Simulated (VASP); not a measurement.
BeRhS3: single point with PBE

The system is BeRhS3.

```
CELL_PARAMETERS angstrom
4.22311 0.00000 0.00000
0.00000 4.22311 0.00000
0.00000 0.00000 4.22311
ATOMIC_POSITIONS crystal
Be 0.50000 0.50000 0.50000
Rh 0.00000 0.00000 0.00000
S 0.50000 0.00000 0.50000
S 0.00000 0.50000 0.50000
S 0.50000 0.50000 0.00000
```

| Quantity | Value |
| --- | --- |
| Program | VASP 6.6.1 |
| Task | single point |
| Functional | PBE |
| Potentials or basis | VASP PAW PBE potentials, release 64 (Be, Rh_pv, S) |
| Cutoff | 520 eV |
| k mesh | 10 × 10 × 10 |
| Occupations | gaussian, width 0.1 eV |
| Spin | no spin polarisation |
| Dipole correction | no |
| Further INCAR settings | ALGO = Normal; EDIFF = 1e-06; NBANDS = 26 |

The pressure is -0.1 GPa.

Levels at points of the mesh, in eV from the Fermi level:
```csv
k point,band 13,band 14,band 15,band 16,band 17,band 18,band 19,band 20,band 21,band 22
"(0.00, 0.00, 0.00)",-1.56,-1.56,-1.22,-1.22,-1.22,-0.34,-0.34,-0.34,-0.06,5.60
"(0.50, 0.00, 0.00)",-2.80,-1.94,-1.94,-1.51,-1.22,0.61,0.86,0.86,3.85,4.20
"(0.50, 0.50, 0.00)",-2.63,-1.46,-1.14,-1.12,-0.07,0.41,0.41,1.50,4.83,4.87
"(0.50, 0.50, 0.50)",-1.15,-1.15,-1.15,0.04,0.04,0.41,0.99,0.99,0.99,4.98
```

Run time: 50 s on 1 thread of Intel(R) Xeon(R) 6975P-C (Granite Rapids) (shared host), peak memory 0.23 GiB.
